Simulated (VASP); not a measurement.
A run of VASP 6.6.1 is set up as follows.

INCAR

```
PREC = Accurate
ENCUT = 520
EDIFF = 1E-6
ISMEAR = 0
SIGMA = 0.03
LREAL = F
LASPH = T
NELM = 100
ALGO = Normal
ISIF = 2
LWAVE = F
LCHARG = F
GGA = PE
NBANDS = 18
```

File KPOINTS:

```
Automatic mesh
0
Gamma
  10 10 8
```

File POSCAR:

```
P
1.0
    1.6800444704     -5.7273585144      0.0000000000
    1.6800444704      5.7273585144      0.0000000000
    0.0000000000      0.0000000000      4.6261394078
P
4
Direct
    0.0940707809      0.9059292191      0.9137202394
    0.5940707809      0.4059292191      0.5862797606
    0.9059292191      0.0940707809      0.0862797606
    0.4059292191      0.5940707809      0.4137202394
```

Potentials or basis: VASP PAW PBE potentials, release 64 (P).

Command:

```bash
$ cat potpaw_PBE.64/P/POTCAR > POTCAR
$ mpirun -np 1 vasp_std > vasp.out
```

Q: What does it give for the pressure?

A: -3.1 GPa.

Q: Predict the band gap on the k mesh.

A: 0.23 eV.

Forces on the atoms (eV/Å):
```
P    0.000  0.302 -0.255
P    0.000  0.302  0.255
P    0.000 -0.302  0.255
P    0.000 -0.302 -0.255
```

Caveat: the cell differs from its parent crystal (strain +0.015 along x and y, +0.015 along z); the cell stands under tension. A k mesh can miss the band edges.
